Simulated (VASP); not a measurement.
Set up this calculation in VASP 6.6.1, as the native input.

| Item | Value |
| --- | --- |
| Task | single point |
| Functional | PBE |
| Potentials or basis | VASP PAW PBE potentials, release 64 (In_d, P) |
| Cutoff | 520 eV |
| k mesh | 18 × 18 × 18 |
| Occupations | gaussian, width 0.15 eV |
| Spin | no spin polarisation |
| Dipole correction | no |
| Further INCAR settings | ALGO = Normal; EDIFF = 1e-06; NBANDS = 16 |

The structure of InP lies in POSCAR:

```
InP
1.0
    0.0000000000      2.7701604164      2.8532652289
    2.7701604164      0.0000000000      2.8532652289
    2.7701604164      2.7701604164      0.0000000000
In P
1 1
Direct
    0.0000000000      0.0000000000      0.0000000000
    0.5000000000      0.5000000000      0.5000000000
```

This cell differs from its parent crystal: strain +0.0300 x Voigt [0, 0, 1, 0, 0, 0].

The input as run:

INCAR

```
  PREC = Accurate
  ENCUT = 520
  EDIFF = 1E-6
  ISMEAR = 0
  SIGMA = 0.15
  LREAL = False
  LASPH = True
  NELM = 60
  ALGO = Normal
  ISIF = 2
  LWAVE = False
  LCHARG = True
  GGA = PE
  LELF = True
  LVHAR = True
  NBANDS = 16
```

KPOINTS

```
Automatic mesh
0
Gamma
  18 18 18
```

Potentials or basis: VASP PAW PBE potentials, release 64 (In_d, P).

Run with:

```bash
$ cat potpaw_PBE.64/In_d/POTCAR potpaw_PBE.64/P/POTCAR > POTCAR
$ mpirun -np 1 vasp_std > vasp.out
```

It gave:

```
Pressure               : -2.0 GPa
Band gap on the k mesh : zero (bands 9 and 10 overlap by 2.49 eV)
```

Caveat: the cell differs from its parent crystal (strain +0.0300 x Voigt [0, 0, 1, 0, 0, 0]); spin-orbit coupling is left out, which moves the levels of the heavy elements.

It took 7.7 min on 1 thread of Intel Xeon 8259CL, with other jobs on the host, peak memory 0.44 GiB.
